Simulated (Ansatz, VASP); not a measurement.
Y2SiF2: VASP beside Ansatz

```
Y Si F
1.0
     5.02768    0.00000    0.00000
    -2.51384    4.35409    0.00000
     0.00000    0.00000    4.01455
Y Si F
2 1 2
Direct
  0.66667 0.33333 0.00000
  0.33333 0.66667 0.00000
  0.00000 0.00000 0.50000
  0.00000 0.00000 0.19758
  0.00000 0.00000 0.80242
```

Alike in both runs: task relaxation of cell and atoms; functional PBE; k mesh 6 × 6 × 4; occupations gaussian, width 0.1 eV; no spin polarisation.

|  | VASP | Ansatz |
| --- | --- | --- |
| version | VASP 6.6.1 | Ansatz 0.2.0 |
| potentials or method | VASP PAW PBE potentials, release 64 (Y_sv, Si, F), cutoff 600 eV | scalar-relativistic, plane waves, PAW |
| valence electrons in the cell | 40 | 40 |

|  | VASP | Ansatz | Ansatz less VASP |
| --- | --- | --- | --- |
| gap on the k mesh at the Fermi level, each at its own relaxed structure (eV) | none | none | - |
| relaxed volume (Å³/atom) | 29.53 | 32.32 | +2.789 |
| relaxed cell length with the largest relative difference (Å) | 5.376 | 5.608 | +0.2325 |

A gap of «none» marks a metal or a gap that the smearing closes. One of these differences is far larger than is usual between the two programs; its cause wasn't traced.

The k mesh is coarse, so the values compare programs but aren't converged. Noted on VASP's run: the volume moved by over 15 % at a fixed basis, so the end points are rough.
